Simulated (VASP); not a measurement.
# AlP (F-43m) in VASP: a series of runs

AlP is run at these levels: PBE; tasks: single point.

All numbers are computed with VASP 6.6.1; they aren't measurements. Logs are shortened: lines on timing, memory, paths and dates and some standing lists are left out, and cuts for length are marked.

### 1 The cell of the first run

The structure is cubic, space group F-43m (No. 216). Conventional cell: a = 5.204 Å, b = 5.204 Å, c = 5.204 Å, α = 90.00°, β = 90.00°, γ = 90.00°. Al (site symmetry -43m) has 4 P at 2.25 Å within 3.0 Å. Within 3.0 Å of P (site symmetry -43m) lie 4 Al at 2.25 Å.

### 2 Single point, PBE

File INCAR:

```
SYSTEM = AlP
PREC = Accurate
ENCUT = 500
EDIFF = 1E-6
ISMEAR = 0
SIGMA = 0.01
LREAL = .False.
LASPH = .True.
NELM = 120
ALGO = Normal
ISIF = 2
LWAVE = .False.
LCHARG = .False.
GGA = PE
NBANDS = 11
GGA_COMPAT = .False.
```

File KPOINTS:

```
regular mesh
0
Gamma
  6 6 6
  0 0 0
```

File POSCAR:

```
AlP
1.0
    0.0000000000      2.6020465350      2.6020465350
    2.6020465350      0.0000000000      2.6020465350
    2.6020465350      2.6020465350      0.0000000000
Al P
1 1
Direct
    0.0000000000      0.0000000000      0.0000000000
    0.2500000000      0.2500000000      0.2500000000
```

Potentials or basis: VASP PAW PBE potentials, release 64 (Al, P).

Started as:

```console
$ cat potpaw_PBE.64/Al/POTCAR potpaw_PBE.64/P/POTCAR > POTCAR
$ mpirun -np 1 vasp_std > vasp.out
```

OUTCAR:

```text
SYSTEM = AlP
   PREC = Accurate
   ENCUT = 500
   EDIFF = 1E-6
   ISMEAR = 0
   LREAL = .False.
   LASPH = .True.
   NELM = 120
   ISIF = 2
   GGA = PE

 ion  position               nearest neighbor table
   1  0.000  0.000  0.000-   2 2.25   2 2.25   2 2.25   2 2.25
   2  0.250  0.250  0.250-   1 2.25   1 2.25   1 2.25   1 2.25

  LATTYP: Found a face centered cubic cell.
 ALAT       =     5.2040930700

  Lattice vectors:

 A1 = (   0.0000000000,   2.6020465350,   2.6020465350)
 A2 = (   2.6020465350,   0.0000000000,   2.6020465350)
 A3 = (   2.6020465350,   2.6020465350,   0.0000000000)

Analysis of symmetry for initial positions (statically):
=====================================================================
 Subroutine PRICEL returns:
 Original cell was already a primitive cell.

 Routine SETGRP: Setting up the symmetry group for a
 face centered cubic supercell.

 Subroutine GETGRP returns: Found 24 space group operations
 (whereof 24 operations were pure point group operations)
 out of a pool of 48 trial point group operations.

The static configuration has the point symmetry T_d .

Analysis of symmetry for dynamics (positions and initial velocities):
=====================================================================
 Subroutine PRICEL returns:
 Original cell was already a primitive cell.

 Routine SETGRP: Setting up the symmetry group for a
 face centered cubic supercell.

 Subroutine GETGRP returns: Found 24 space group operations
 (whereof 24 operations were pure point group operations)
 out of a pool of 48 trial point group operations.

The dynamic configuration has the point symmetry T_d .

 Subroutine INISYM returns: Found 24 space group operations
 (whereof 24 operations are pure point group operations),
 and found     1 'primitive' translations

----------------------------------------------------------------------------------------

                                     Primitive cell

  volume of cell :      35.2351

  direct lattice vectors                    reciprocal lattice vectors
     0.000000000  2.602046535  2.602046535    -0.192156440  0.192156440  0.192156440
     2.602046535  0.000000000  2.602046535     0.192156440 -0.192156440  0.192156440
     2.602046535  2.602046535  0.000000000     0.192156440  0.192156440 -0.192156440

  length of vectors
     3.679849500  3.679849500  3.679849500     0.332824718  0.332824718  0.332824718

  position of ions in fractional coordinates (direct lattice)
     0.000000000  0.000000000  0.000000000
     0.250000000  0.250000000  0.250000000

  ion indices of the primitive-cell ions
   primitive index   ion index
                 1           1
                 2           2

----------------------------------------------------------------------------------------

 KPOINTS: regular mesh

Automatic generation of k-mesh.
 Grid dimensions read from file:
 generate k-points for:    6    6    6

 Generating k-lattice:

  Cartesian coordinates                     Fractional coordinates (reciprocal lattice)
    -0.032026073  0.032026073  0.032026073     0.166666667  0.000000000  0.000000000
     0.032026073 -0.032026073  0.032026073     0.000000000  0.166666667  0.000000000
     0.032026073  0.032026073 -0.032026073     0.000000000  0.000000000  0.166666667

  Length of vectors
     0.055470786  0.055470786  0.055470786

  Shift w.r.t. Gamma in fractional coordinates (k-lattice)
     0.000000000  0.000000000  0.000000000

 Subroutine IBZKPT returns following result:
 ===========================================

 Found     16 irreducible k-points:

 Following reciprocal coordinates:
            Coordinates               Weight
  0.000000  0.000000  0.000000      1.000000
  0.166667  0.000000  0.000000      8.000000
  0.333333  0.000000  0.000000      8.000000
  0.500000  0.000000  0.000000      4.000000
  0.166667  0.166667  0.000000      6.000000
  0.333333  0.166667  0.000000     24.000000
[... 8 lines left out ...]
 -0.333333  0.333333  0.166667     24.000000
 -0.333333  0.500000  0.166667     12.000000
   k-points           NKPTS =     16   k-points in BZ     NKDIM =     16   number of bands    NBANDS=     11
   number of dos      NEDOS =    301   number of ions     NIONS =      2
   total plane-waves  NPLWV =  21952
   dimension x,y,z NGX =    28 NGY =   28 NGZ =   28
   dimension x,y,z NGXF=    56 NGYF=   56 NGZF=   56
   ions per type =               1   1
   NGX,Y,Z   is equivalent  to a cutoff of  12.65, 12.65, 12.65 a.u.
   NGXF,Y,Z  is equivalent  to a cutoff of  25.30, 25.30, 25.30 a.u.
 SYSTEM =  AlP
   PREC   = accura    normal or accurate (medium, high low for compatibility)
   ISTART =      0    job   : 0-new  1-cont  2-samecut
   ICHARG =      2    charge: 1-file 2-atom 10-const
   ISPIN  =      1    spin polarized calculation?
   LNONCOLLINEAR =      F non collinear calculations
   LSORBIT =      F    spin-orbit coupling
   LASPH  =      T    aspherical Exc in radial PAW
   ENCUT  =  500.0 eV  36.75 Ry    6.06 a.u.   6.71  6.71  6.71*2*pi/ulx,y,z
   NELM   =    120;   NELMIN=  2; NELMDL= -5     # of ELM steps
   EDIFF  = 0.1E-05   stopping-criterion for ELM
   LREAL  =      F    real-space projection
   EDIFFG = 0.1E-04   stopping-criterion for IOM
   NSW    =      0    number of steps for IOM
   IBRION =     -1    ionic relax: 0-MD 1-quasi-New 2-CG
   NFREE  =      0    steps in history (QN), initial steepest desc. (CG)
   ISIF   =      2    stress and relaxation
   ISYM   =      2    0-nonsym 1-usesym 2-fastsym
   POTIM  = 0.5000    time-step for ionic-motion
   TEBEG  =    0.0;   TEEND  =   0.0 temperature during run
   PSTRESS=    0.0 pullay stress
   NELECT =       8.0000    total number of electrons
   NUPDOWN=      -1.0000    fix difference up-down
   EMIN   =  10.00;   EMAX   =-10.00  energy-range for DOS
   EFERMI =   0.00;   METHOD = LEGACY
   ISMEAR =     0;   SIGMA  =   0.01  broadening in eV -4-tet -1-fermi 0-gaus
   EFERMI_NEDOS =   21; number of points for ismear=-14 and -15
   IALGO  =     38    algorithm
   IMIX   =      4    mixing-type and parameters
     AMIX     =   0.40;   BMIX     =  1.00
     AMIX_MAG =   1.60;   BMIX_MAG =  1.00
  volume/ion in A,a.u.               =      17.62       118.89
  Fermi-wavevector in a.u.,A,eV,Ry     =   0.998726  1.887319 13.571185  0.997454
  Thomas-Fermi vector in A             =   2.130969
   LORBIT       =      0    0 simple, 1 ext, 2 COOP (PROOUT), +10 PAW based schemes
   GGA     = PE    functional components
   LHFCALC =     F    Hartree Fock is set to
   AEXX    =    0.0000 exact exchange contribution
   IVDW    =     0    specifies the selected vdW correction
   LEPSILON=     F    determine dielectric tensor
   LRPA    =     F    only Hartree local field effects (RPA)
 non-spin polarized calculation
 Gauss-broadening in eV      SIGMA  =   0.01
  energy-cutoff  :      500.00
  volume of cell :       35.24
 maximum number of plane-waves:       934
   NGX = 13   NGY = 13   NGZ = 13

 number of electron       8.0000001 magnetization

 Free energy of the ion-electron system (eV)
  ---------------------------------------------------
  ext. energy  EPLUGINS =         0.00000000
  ---------------------------------------------------
  free energy    TOTEN  =       -10.01952196 eV

  energy without entropy =      -10.01952196  energy(sigma->0) =      -10.01952196

 E-fermi :   6.0565     XC(G=0):  -9.7785

 val. band max:        5.9982416817   @ k =   0.0000   0.0000   0.0000
 cond. band min:       7.2473551954   @ k =   0.5000   0.5000   0.0000
 fundamental gap:      1.2491135137
 Fermi energy:         6.0565453144

 k-point     1 :       0.0000    0.0000    0.0000
  band No.  band energies     occupation
      1      -6.3987      2.00000
      2       5.9982      2.00000
      3       5.9982      2.00000
      4       5.9982      2.00000
      5      10.5703      0.00000
      6      10.7487      0.00000
      7      10.7487      0.00000
      8      10.7487      0.00000
      9      14.9791      0.00000
     10      14.9791      0.00000
     11      17.3587      0.00000

 k-point     2 :       0.1667    0.0000    0.0000
  band No.  band energies     occupation
      1      -6.0427      2.00000
      2       3.9973      2.00000
      3       5.7232      2.00000
      4       5.7232      2.00000
      5      10.2300      0.00000
      6      11.2348      0.00000
      7      11.2348      0.00000
      8      12.5915      0.00000
      9      14.2745      0.00000
     10      14.2745      0.00000
     11      17.4967      0.00000

 k-point     3 :       0.3333    0.0000    0.0000
  band No.  band energies     occupation
      1      -5.0922      2.00000
      2       1.2011      2.00000
      3       5.3130      2.00000
      4       5.3130      2.00000
      5       9.5920      0.00000
      6      11.1374      0.00000
      7      11.1374      0.00000
      8      14.6455      0.00000
      9      15.4422      0.00000
     10      15.4422      0.00000
     11      17.2964      0.00000

 k-point     4 :       0.5000    0.0000    0.0000
  band No.  band energies     occupation
      1      -4.3380      2.00000
      2      -0.2249      2.00000
      3       5.1509      2.00000
      4       5.1509      2.00000
      5       9.3512      0.00000
      6      10.8215      0.00000
      7      10.8215      0.00000
      8      14.6329      0.00000
      9      17.9880      0.00000
     10      17.9880      0.00000
     11      19.2154      0.00000

 k-point     5 :       0.1667    0.1667    0.0000
  band No.  band energies     occupation
      1      -5.9228      2.00000
      2       4.3107      2.00000
      3       5.1246      2.00000
      4       5.1246      2.00000
      5       9.6919      0.00000
      6      11.3870      0.00000
      7      12.2460      0.00000
      8      12.2460      0.00000
      9      13.6298      0.00000
     10      15.5585      0.00000
     11      19.2859      0.00000
[... 99 lines left out ...]
 k-point    13 :       0.5000    0.5000    0.0000
  band No.  band energies     occupation
      1      -3.5173      2.00000
      2       0.1611      2.00000
      3       3.5848      2.00000
      4       3.5848      2.00000
      5       7.2474      0.00000
      6       8.3760      0.00000
      7      18.2824      0.00000
      8      18.2824      0.00000
      9      18.7404      0.00000
     10      18.7404      0.00000
     11      19.4162      0.00000

 k-point    14 :       0.5000    0.3333    0.1667
  band No.  band energies     occupation
      1      -4.3256      2.00000
      2       1.2265      2.00000
      3       2.8954      2.00000
      4       4.1455      2.00000
      5       9.8752      0.00000
      6      10.9918      0.00000
      7      11.9612      0.00000
      8      14.8404      0.00000
      9      16.1051      0.00000
     10      18.4661      0.00000
     11      20.5146      0.00000

 k-point    15 :      -0.3333    0.3333    0.1667
  band No.  band energies     occupation
      1      -3.7193      2.00000
      2       0.5107      2.00000
      3       2.3913      2.00000
      4       3.6707      2.00000
      5      10.0508      0.00000
      6      11.2827      0.00000
      7      13.3790      0.00000
      8      14.1001      0.00000
      9      15.7023      0.00000
     10      18.8420      0.00000
     11      20.0302      0.00000

 k-point    16 :      -0.3333    0.5000    0.1667
  band No.  band energies     occupation
      1      -3.4601      2.00000
      2       0.5114      2.00000
      3       2.5896      2.00000
      4       2.8590      2.00000
      5       9.2419      0.00000
      6      10.4738      0.00000
      7      14.2108      0.00000
      8      14.6240      0.00000
      9      18.4130      0.00000
     10      18.7539      0.00000
     11      20.5233      0.00000

------------------------ aborting loop because EDIFF is reached ----------------------------------------

  FORCE on cell =-STRESS in cart. coord.  units (eV):
  Direction    XX          YY          ZZ          XY          YZ          ZX
  --------------------------------------------------------------------------------------
  -------------------------------------------------------------------------------------
  Total        4.3641704      4.3641704      4.3641704      0.0000000      0.0000000      0.0000000
  in kB      198.4436071    198.4436071    198.4436071      0.0000000      0.0000000      0.0000000
  external PRESSURE =     198.4436071 kB  Pullay stress =       0.0000000 kB

 VOLUME and BASIS-vectors are now :
 -----------------------------------------------------------------------------
  energy-cutoff  :      500.00
  volume of cell :       35.24
      direct lattice vectors                 reciprocal lattice vectors
     0.000000000  2.602046535  2.602046535    -0.192156440  0.192156440  0.192156440
     2.602046535  0.000000000  2.602046535     0.192156440 -0.192156440  0.192156440
     2.602046535  2.602046535  0.000000000     0.192156440  0.192156440 -0.192156440

 POSITION                                       TOTAL-FORCE (eV/Angst)
 -----------------------------------------------------------------------------------
      0.00000      0.00000      0.00000        -0.000000     -0.000000     -0.000000
      1.30102      1.30102      1.30102         0.000000      0.000000      0.000000
 -----------------------------------------------------------------------------------
    total drift:                                0.000000      0.000000      0.000000

  FREE ENERGIE OF THE ION-ELECTRON SYSTEM (eV)
  ---------------------------------------------------
  free  energy   TOTEN  =       -10.0195219629 eV

  energy  without entropy=      -10.0195219629  energy(sigma->0) =      -10.01952196
```

It took 11 s on 1 thread of AMD EPYC 7R13, shared host; peak memory 0.12 GiB.

What came out:

```
Free energy            : -10.0195 eV
Pressure               : 19.8 GPa
Band gap on the k mesh : 1.25 eV, indirect (least direct gap 3.66 eV)
```

### 3 Single point, PBE

This run uses another cell than the first one, of 19.79 Å³/atom, 1.123 times its volume.

File INCAR:

```
  ALGO = Normal
  EDIFF = 1E-6
  ENCUT = 500
  GGA = PE
  GGA_COMPAT = False
  ISIF = 2
  ISMEAR = 0
  LASPH = True
  LCHARG = False
  LREAL = False
  LWAVE = False
  NBANDS = 11
  NELM = 120
  PREC = Accurate
  SIGMA = 0.01
```

File KPOINTS:

```
k-points
0
Gamma
  6 6 6
```

File POSCAR:

```
AlP
1.0
    0.0000000000      2.7049708847      2.7049708847
    2.7049708847      0.0000000000      2.7049708847
    2.7049708847      2.7049708847      0.0000000000
Al P
1 1
Direct
    0.0000000000      0.0000000000      0.0000000000
    0.2500000000      0.2500000000      0.2500000000
```

Potentials or basis: VASP PAW PBE potentials, release 64 (Al, P).

Started as:

```console
$ cat potpaw_PBE.64/Al/POTCAR potpaw_PBE.64/P/POTCAR > POTCAR
$ mpirun -np 1 vasp_std > vasp.out
```

Wall time 14 s (1 thread of AMD EPYC 7R13, shared host); peak memory 0.12 GiB.

It converged, with:

- Free energy: -10.3376 eV
- Pressure: 4.9 GPa
- Band gap on the k mesh: 1.52 eV, indirect (least direct gap 3.54 eV)

Levels at points of the mesh, in eV from the valence-band top:
| k point | band 2 | band 3 | band 4 | band 5 | band 6 | band 7 |
| --- | --- | --- | --- | --- | --- | --- |
| (0.00, 0.00, 0.00) | 0.00 | 0.00 | 0.00 | 3.54 | 4.60 | 4.60 |
| (0.50, 0.00, 0.00) | -5.65 | -0.78 | -0.78 | 2.92 | 4.82 | 4.82 |
| (0.50, 0.50, 0.00) | -5.40 | -2.16 | -2.16 | 1.52 | 2.45 | 11.31 |

(Part 1 of 2 ends here.)
